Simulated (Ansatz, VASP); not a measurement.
**Two plane-wave programs on CaMgI**

```
Ca Mg I
1.0
     4.19701    0.00000    0.00000
     0.00000    4.19701    0.00000
     0.00000    0.00000    9.21775
Ca Mg I
2 2 2
Cartesian
  0.0000 2.0985 1.4748
  2.0985 0.0000 7.7429
  0.0000 0.0000 0.0000
  2.0985 2.0985 0.0000
  0.0000 2.0985 6.2220
  2.0985 0.0000 2.9958
```

Alike in both runs: task single point; functional r2SCAN; k mesh 8 × 8 × 4; no spin polarisation.

|  | VASP | Ansatz |
| --- | --- | --- |
| version | VASP 6.6.1 | Ansatz 0.2.0 |
| potentials or method | VASP PAW PBE potentials, release 64 (Ca_sv, Mg, I), cutoff 520 eV | PAW plane waves |
| occupations | fermi-dirac, width 0.1 eV | fermi-dirac |
| valence electrons in the cell | 38 | 74 |

```tsv
	VASP	Ansatz	Ansatz less VASP
pressure (GPa)	15.6	15.6	-0.08
traceless stress, the component that is largest in VASP (GPa)	2.33	2.35	+0.020
rms of the force components (eV/Å)	1.935	1.930	-0.0048
```

VASP's potentials were made for PBE, not for r2SCAN. Atom by atom the forces differ by 0.006 eV/Å (rms over components). VASP's potentials hold 38 valence electrons a cell and Ansatz's 74, so a difference there can come from the potentials and not from the codes.

Spin-orbit coupling is off throughout.
